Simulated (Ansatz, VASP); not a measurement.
# Ni in VASP and in Ansatz

```
CELL_PARAMETERS angstrom
0.00000 1.68628 1.68628
1.68628 0.00000 1.68628
1.68628 1.68628 0.00000
ATOMIC_POSITIONS crystal
Ni 0.00000 0.00000 0.00000
```

Alike in both runs: task single point; functional PBE; k mesh 25 × 25 × 25; occupations fermi-dirac, width 0.05 eV; collinear spin.

|  | VASP | Ansatz |
| --- | --- | --- |
| version | VASP 6.6.1 | Ansatz 0.2.0 |
| potentials or method | VASP PAW PBE potentials, release 64 (Ni), cutoff 520 eV | plane waves (420 eV) with PAW, scalar-relativistic |
| valence electrons in the cell | 10 | 18 |

|  | VASP | Ansatz | Ansatz less VASP |
| --- | --- | --- | --- |
| net moment per atom (μB) | 0.60 | 0.61 | +0.009 |
| size of the moment on the site where the two differ most (μB) | 0.60 | 0.64 | +0.042 |

Site moments also hang on the region over which each program counts them. The functional is the same, so the differences come from potentials, cutoffs and numerics. VASP's potentials hold 10 valence electrons a cell and Ansatz's 18, so a difference there can come from the potentials and not from the codes.
